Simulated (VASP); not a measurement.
Wanted: the native input for a VASP 6.6.1 run.

```
Task                   : relaxation of cell and atoms
Functional             : PBEsol
Potentials or basis    : VASP PAW PBE potentials, release 64 (Ti_sv, N)
Cutoff                 : 600 eV
k mesh                 : 13 × 13 × 13
Occupations            : fermi-dirac, width 0.1 eV
Spin                   : no spin polarisation
Dipole correction      : no
Further INCAR settings : ALGO = Normal; EDIFF = 1e-07; IBRION = 2; EDIFFG = -0.01; NSW = 80; ISIF = 3
```

The structure of TiN (Osbornite) lies in POSCAR:

```
TiN
1.0
    0.0000000000      2.1190000000      2.1190000000
    2.1190000000      0.0000000000      2.1190000000
    2.1190000000      2.1190000000      0.0000000000
Ti N
1 1
Direct
    0.0000000000      0.0000000000      0.0000000000
    0.5000000000      0.5000000000      0.5000000000
```

These files were run (other wordings do the same):

INCAR

```
SYSTEM = TiN
PREC     = Accurate       ! precision mode
ENCUT    = 600            ! plane-wave cutoff, eV
EDIFF    = 1E-7           ! SCF threshold, eV
ISMEAR   = -1             ! smearing method
SIGMA    = 0.1            ! smearing width, eV
LREAL    = .False.        ! projectors in reciprocal space
LASPH    = .True.         ! aspherical terms in the spheres
NELM     = 80             ! most SCF steps
ALGO     = Normal         ! electronic algorithm
ISIF     = 3              ! what is computed and relaxed
LWAVE    = .False.        ! write WAVECAR
LCHARG   = .False.        ! write CHGCAR
GGA      = PS             ! functional
IBRION   = 2              ! ionic algorithm
NSW      = 80             ! ionic steps
EDIFFG   = -0.01          ! ionic threshold
```

KPOINTS

```
regular mesh
0
Gamma
  13 13 13
  0 0 0
```

Potentials or basis: VASP PAW PBE potentials, release 64 (Ti_sv, N).

Launch:

```console
$ cat potpaw_PBE.64/Ti_sv/POTCAR potpaw_PBE.64/N/POTCAR > POTCAR
$ mpirun -np 1 vasp_std > vasp.out
```

It gave:

The relaxed volume is 9.30 Å³/atom. The relaxed cell is a = 2.974 Å, b = 2.974 Å, c = 2.974 Å, α = 60.00°, β = 60.00°, γ = 60.00° and the space group after relaxing (to 0.05 Å) is Fm-3m (No. 225). The energy gained by relaxing is 4.4 meV/atom and the ionic steps are 3. The pressure after relaxing is -0.1 GPa.

Caveat: the PAW data sets were made with another functional, which shifts forces and pressure a little.

Wall time 22 s on 1 thread of Intel(R) Xeon(R) 6975P-C (Granite Rapids), on a shared host, peak memory 0.15 GiB.
